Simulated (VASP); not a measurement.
# BN (Qingsongite) (F-43m) in VASP: further runs

BN (Qingsongite) is run at these levels: PBE; tasks: single point.

All numbers are computed with VASP 6.6.1; they aren't measurements. Logs are shortened: lines on timing, memory, paths and dates and some standing lists are left out, and cuts for length are marked.

## 1. The cell of the first run

Symmetry: F-43m, No. 216, cubic system. Conventional cell: a = 3.618 Å, b = 3.618 Å, c = 3.618 Å, α = 90.00°, β = 90.00°, γ = 90.00°. Within 2.1 Å of B (site symmetry -43m) lie 4 N at 1.57 Å. Within 2.1 Å of N (site symmetry -43m) lie 4 B at 1.57 Å.

## 2. Single point, PBE

Contents of INCAR:

```
SYSTEM = BN
ALGO = Normal
EDIFF = 1E-6
ENCUT = 600
GGA = PE
GGA_COMPAT = .False.
ISIF = 2
ISMEAR = 0
LASPH = .True.
LCHARG = .True.
LELF = .True.
LREAL = .False.
LVHAR = .True.
LWAVE = .False.
NBANDS = 11
NELM = 120
PREC = Accurate
SIGMA = 0.01
```

Contents of KPOINTS:

```
k-points
0
Gamma
  7 7 7
  0 0 0
```

Contents of POSCAR:

```
BN
1.0
    0.0000000000      1.8089530948      1.8089530948
    1.8089530948      0.0000000000      1.8089530948
    1.8089530948      1.8089530948      0.0000000000
B N
1 1
Direct
    0.0000000000      0.0000000000      0.0000000000
    0.2500000000      0.2500000000      0.2500000000
```

Potentials or basis: VASP PAW PBE potentials, release 64 (B, N).

The run is started by

```
cat potpaw_PBE.64/B/POTCAR potpaw_PBE.64/N/POTCAR > POTCAR
mpirun -np 1 vasp_std > vasp.out
```

OUTCAR:

```text
SYSTEM = BN
   EDIFF = 1E-6
   ENCUT = 600
   GGA = PE
   ISIF = 2
   ISMEAR = 0
   LASPH = .True.
   LREAL = .False.
   NELM = 120
   PREC = Accurate

 ion  position               nearest neighbor table
   1  0.000  0.000  0.000-   2 1.57   2 1.57   2 1.57   2 1.57
   2  0.250  0.250  0.250-   1 1.57   1 1.57   1 1.57   1 1.57

  LATTYP: Found a face centered cubic cell.
 ALAT       =     3.6179061896

  Lattice vectors:

 A1 = (   0.0000000000,   1.8089530948,   1.8089530948)
 A2 = (   1.8089530948,   0.0000000000,   1.8089530948)
 A3 = (   1.8089530948,   1.8089530948,   0.0000000000)

Analysis of symmetry for initial positions (statically):
=====================================================================
 Subroutine PRICEL returns:
 Original cell was already a primitive cell.

 Routine SETGRP: Setting up the symmetry group for a
 face centered cubic supercell.

 Subroutine GETGRP returns: Found 24 space group operations
 (whereof 24 operations were pure point group operations)
 out of a pool of 48 trial point group operations.

The static configuration has the point symmetry T_d .

Analysis of symmetry for dynamics (positions and initial velocities):
=====================================================================
 Subroutine PRICEL returns:
 Original cell was already a primitive cell.

 Routine SETGRP: Setting up the symmetry group for a
 face centered cubic supercell.

 Subroutine GETGRP returns: Found 24 space group operations
 (whereof 24 operations were pure point group operations)
 out of a pool of 48 trial point group operations.

The dynamic configuration has the point symmetry T_d .

 Subroutine INISYM returns: Found 24 space group operations
 (whereof 24 operations are pure point group operations),
 and found     1 'primitive' translations

----------------------------------------------------------------------------------------

                                     Primitive cell

  volume of cell :      11.8389

  direct lattice vectors                    reciprocal lattice vectors
     0.000000000  1.808953095  1.808953095    -0.276402966  0.276402966  0.276402966
     1.808953095  0.000000000  1.808953095     0.276402966 -0.276402966  0.276402966
     1.808953095  1.808953095  0.000000000     0.276402966  0.276402966 -0.276402966

  length of vectors
     2.558246000  2.558246000  2.558246000     0.478743980  0.478743980  0.478743980

  position of ions in fractional coordinates (direct lattice)
     0.000000000  0.000000000  0.000000000
     0.250000000  0.250000000  0.250000000

  ion indices of the primitive-cell ions
   primitive index   ion index
                 1           1
                 2           2

----------------------------------------------------------------------------------------

 KPOINTS: k-points

Automatic generation of k-mesh.
 Grid dimensions read from file:
 generate k-points for:    7    7    7

 Generating k-lattice:

  Cartesian coordinates                     Fractional coordinates (reciprocal lattice)
    -0.039486138  0.039486138  0.039486138     0.142857143  0.000000000  0.000000000
     0.039486138 -0.039486138  0.039486138     0.000000000  0.142857143  0.000000000
     0.039486138  0.039486138 -0.039486138     0.000000000  0.000000000  0.142857143

  Length of vectors
     0.068391997  0.068391997  0.068391997

  Shift w.r.t. Gamma in fractional coordinates (k-lattice)
     0.000000000  0.000000000  0.000000000

 Subroutine IBZKPT returns following result:
 ===========================================

 Found     20 irreducible k-points:

 Following reciprocal coordinates:
            Coordinates               Weight
  0.000000  0.000000  0.000000      1.000000
  0.142857  0.000000  0.000000      8.000000
  0.285714  0.000000  0.000000      8.000000
  0.428571  0.000000  0.000000      8.000000
  0.142857  0.142857  0.000000      6.000000
  0.285714  0.142857  0.000000     24.000000
[... 12 lines left out ...]
 -0.428571  0.428571  0.142857     24.000000
 -0.285714  0.428571  0.142857     24.000000
   k-points           NKPTS =     20   k-points in BZ     NKDIM =     20   number of bands    NBANDS=     11
   number of dos      NEDOS =    301   number of ions     NIONS =      2
   total plane-waves  NPLWV =   8000
   dimension x,y,z NGX =    20 NGY =   20 NGZ =   20
   dimension x,y,z NGXF=    40 NGYF=   40 NGZF=   40
   ions per type =               1   1
   NGX,Y,Z   is equivalent  to a cutoff of  13.00, 13.00, 13.00 a.u.
   NGXF,Y,Z  is equivalent  to a cutoff of  25.99, 25.99, 25.99 a.u.
 SYSTEM =  BN
   PREC   = accura    normal or accurate (medium, high low for compatibility)
   ISTART =      0    job   : 0-new  1-cont  2-samecut
   ICHARG =      2    charge: 1-file 2-atom 10-const
   ISPIN  =      1    spin polarized calculation?
   LNONCOLLINEAR =      F non collinear calculations
   LSORBIT =      F    spin-orbit coupling
   LASPH  =      T    aspherical Exc in radial PAW
   ENCUT  =  600.0 eV  44.10 Ry    6.64 a.u.   5.11  5.11  5.11*2*pi/ulx,y,z
   NELM   =    120;   NELMIN=  2; NELMDL= -5     # of ELM steps
   EDIFF  = 0.1E-05   stopping-criterion for ELM
   LREAL  =      F    real-space projection
   EDIFFG = 0.1E-04   stopping-criterion for IOM
   NSW    =      0    number of steps for IOM
   IBRION =     -1    ionic relax: 0-MD 1-quasi-New 2-CG
   NFREE  =      0    steps in history (QN), initial steepest desc. (CG)
   ISIF   =      2    stress and relaxation
   ISYM   =      2    0-nonsym 1-usesym 2-fastsym
   POTIM  = 0.5000    time-step for ionic-motion
   TEBEG  =    0.0;   TEEND  =   0.0 temperature during run
   PSTRESS=    0.0 pullay stress
   NELECT =       8.0000    total number of electrons
   NUPDOWN=      -1.0000    fix difference up-down
   EMIN   =  10.00;   EMAX   =-10.00  energy-range for DOS
   EFERMI =   0.00;   METHOD = LEGACY
   ISMEAR =     0;   SIGMA  =   0.01  broadening in eV -4-tet -1-fermi 0-gaus
   EFERMI_NEDOS =   21; number of points for ismear=-14 and -15
   IALGO  =     38    algorithm
   IMIX   =      4    mixing-type and parameters
     AMIX     =   0.40;   BMIX     =  1.00
     AMIX_MAG =   1.60;   BMIX_MAG =  1.00
  volume/ion in A,a.u.               =       5.92        39.95
  Fermi-wavevector in a.u.,A,eV,Ry     =   1.436594  2.714770 28.079753  2.063804
  Thomas-Fermi vector in A             =   2.555765
   LORBIT       =      0    0 simple, 1 ext, 2 COOP (PROOUT), +10 PAW based schemes
   GGA     = PE    functional components
   LHFCALC =     F    Hartree Fock is set to
   AEXX    =    0.0000 exact exchange contribution
   IVDW    =     0    specifies the selected vdW correction
   LEPSILON=     F    determine dielectric tensor
   LRPA    =     F    only Hartree local field effects (RPA)
 non-spin polarized calculation
 Gauss-broadening in eV      SIGMA  =   0.01
  energy-cutoff  :      600.00
  volume of cell :       11.84
 maximum number of plane-waves:       411
   NGX = 11   NGY = 11   NGZ = 11

 number of electron       7.9999999 magnetization

 Free energy of the ion-electron system (eV)
  ---------------------------------------------------
  ext. energy  EPLUGINS =         0.00000000
  ---------------------------------------------------
  free energy    TOTEN  =       -17.45294536 eV

  energy without entropy =      -17.45294536  energy(sigma->0) =      -17.45294536

 E-fermi :   7.4299     XC(G=0): -12.8100

 val. band max:        7.3736893542   @ k =   0.0000   0.0000   0.0000
 cond. band min:      12.0825026145   @ k =   0.4286   0.4286   0.0000
 fundamental gap:      4.7088132603
 Fermi energy:         7.4299056942

 k-point     1 :       0.0000    0.0000    0.0000
  band No.  band energies     occupation
      1     -12.8300      2.00000
      2       7.3737      2.00000
      3       7.3737      2.00000
      4       7.3737      2.00000
      5      16.1813      0.00000
      6      16.1813      0.00000
      7      16.1813      0.00000
      8      17.6844      0.00000
      9      32.0802      0.00000
     10      35.1100      0.00000
     11      35.1100      0.00000

 k-point     2 :       0.1429    0.0000    0.0000
  band No.  band energies     occupation
      1     -12.3372      2.00000
      2       5.0302      2.00000
      3       6.8954      2.00000
      4       6.8954      2.00000
      5      16.6103      0.00000
      6      16.8940      0.00000
      7      16.8940      0.00000
      8      19.1694      0.00000
      9      31.5135      0.00000
     10      31.6891      0.00000
     11      31.6891      0.00000

 k-point     3 :       0.2857    0.0000    0.0000
  band No.  band energies     occupation
      1     -10.9275      2.00000
      2       0.8544      2.00000
      3       6.0485      2.00000
      4       6.0485      2.00000
      5      17.1134      0.00000
      6      17.8719      0.00000
      7      17.8719      0.00000
      8      21.3792      0.00000
      9      30.6487      0.00000
     10      31.1542      0.00000
     11      31.1542      0.00000

 k-point     4 :       0.4286    0.0000    0.0000
  band No.  band energies     occupation
      1      -9.0622      2.00000
      2      -2.6446      2.00000
      3       5.5093      2.00000
      4       5.5093      2.00000
      5      17.4433      0.00000
      6      18.0723      0.00000
      7      18.0723      0.00000
      8      22.4770      0.00000
      9      30.6968      0.00000
     10      33.4995      0.00000
     11      33.4995      0.00000
[... 183 lines left out ...]
 k-point    18 :      -0.4286    0.2857    0.1429
  band No.  band energies     occupation
      1      -8.0977      2.00000
      2      -1.5119      2.00000
      3       2.0219      2.00000
      4       3.6979      2.00000
      5      16.8161      0.00000
      6      18.8153      0.00000
      7      21.7109      0.00000
      8      22.9807      0.00000
      9      26.6428      0.00000
     10      32.7853      0.00000
     11      35.1297      0.00000

 k-point    19 :      -0.4286    0.4286    0.1429
  band No.  band energies     occupation
      1      -7.5473      2.00000
      2      -0.7066      2.00000
      3       1.5820      2.00000
      4       1.9846      2.00000
      5      14.6173      0.00000
      6      18.8252      0.00000
      7      22.2804      0.00000
      8      24.5687      0.00000
      9      27.0027      0.00000
     10      33.3973      0.00000
     11      37.7766      0.00000

 k-point    20 :      -0.2857    0.4286    0.1429
  band No.  band energies     occupation
      1      -7.1295      2.00000
      2      -0.5469      2.00000
      3      -0.0624      2.00000
      4       2.3009      2.00000
      5      16.2103      0.00000
      6      20.4988      0.00000
      7      21.9540      0.00000
      8      23.2597      0.00000
      9      25.9710      0.00000
     10      33.0163      0.00000
     11      35.7929      0.00000

------------------------ aborting loop because EDIFF is reached ----------------------------------------

  FORCE on cell =-STRESS in cart. coord.  units (eV):
  Direction    XX          YY          ZZ          XY          YZ          ZX
  --------------------------------------------------------------------------------------
  -------------------------------------------------------------------------------------
  Total        0.1555463      0.1555463      0.1555463     -0.0000000     -0.0000000     -0.0000000
  in kB       21.0503029     21.0503029     21.0503029     -0.0000000     -0.0000000     -0.0000000
  external PRESSURE =      21.0503029 kB  Pullay stress =       0.0000000 kB

 VOLUME and BASIS-vectors are now :
 -----------------------------------------------------------------------------
  energy-cutoff  :      600.00
  volume of cell :       11.84
      direct lattice vectors                 reciprocal lattice vectors
     0.000000000  1.808953095  1.808953095    -0.276402966  0.276402966  0.276402966
     1.808953095  0.000000000  1.808953095     0.276402966 -0.276402966  0.276402966
     1.808953095  1.808953095  0.000000000     0.276402966  0.276402966 -0.276402966

 POSITION                                       TOTAL-FORCE (eV/Angst)
 -----------------------------------------------------------------------------------
      0.00000      0.00000      0.00000         0.000000      0.000000      0.000000
      0.90448      0.90448      0.90448        -0.000000     -0.000000     -0.000000
 -----------------------------------------------------------------------------------
    total drift:                                0.000000      0.000000      0.000000

  FREE ENERGIE OF THE ION-ELECTRON SYSTEM (eV)
  ---------------------------------------------------
  free  energy   TOTEN  =       -17.4529453605 eV

  energy  without entropy=      -17.4529453605  energy(sigma->0) =      -17.45294536
```

Run time: 6.1 s. Hardware: 1 thread of AMD EPYC 7R13, shared host; peak memory 0.09 GiB.

What came out:

| Quantity | Value |
| --- | --- |
| Free energy | -17.4529 eV |
| Pressure | 2.1 GPa |
| Band gap on the k mesh | 4.71 eV, indirect (least direct gap 8.81 eV) |

Levels at points of the mesh, in eV from the valence-band top:
```csv
k point,band 1,band 2,band 3,band 4,band 5,band 6,band 7,band 8
"(0.00, 0.00, 0.00)",-20.20,0.00,0.00,0.00,8.81,8.81,8.81,10.31
```

Caveat: the k points lie up to 0.43 Å⁻¹ apart. A k mesh can miss the band edges.

## 3. Single point, PBE

This run uses another cell than the first one, of 5.95 Å³/atom, 1.006 times its volume.

Contents of INCAR:

```
ALGO = Normal ; EDIFF = 1E-6
ENCUT = 600 ; GGA = PE
GGA_COMPAT = F ; ISIF = 2
ISMEAR = 0 ; LASPH = T
LCHARG = T ; LELF = T
LREAL = F ; LVHAR = T
LWAVE = F ; NBANDS = 11
NELM = 120 ; PREC = Accurate
SIGMA = 0.01
```

Contents of KPOINTS:

```
k-points
0
Gamma
  7 7 7
```

Contents of POSCAR:

```
BN
1.0
    0.0000000000      1.8123204342      1.8123204342
    1.8123204342      0.0000000000      1.8123204342
    1.8123204342      1.8123204342      0.0000000000
B N
1 1
Direct
    0.0000000000      0.0000000000      0.0000000000
    0.2500000000      0.2500000000      0.2500000000
```

Potentials or basis: VASP PAW PBE potentials, release 64 (B, N).

The run is started by

```
cat potpaw_PBE.64/B/POTCAR potpaw_PBE.64/N/POTCAR > POTCAR
mpirun -np 1 vasp_std > vasp.out
```

It took 7.4 s on 1 thread of AMD EPYC 7R13, shared host; peak memory 0.09 GiB.

It converged, with:

* Free energy: -17.4535 eV
* Pressure: 0.0 GPa
* Band gap on the k mesh: 4.70 eV, indirect (least direct gap 8.78 eV)

Levels at points of the mesh, in eV from the valence-band top:
```
           k point  band 2  band 3  band 4  band 5  band 6  band 7
(0.00, 0.00, 0.00)    0.00    0.00    0.00    8.78    8.78    8.78
```

Caveat: the k points lie up to 0.43 Å⁻¹ apart.
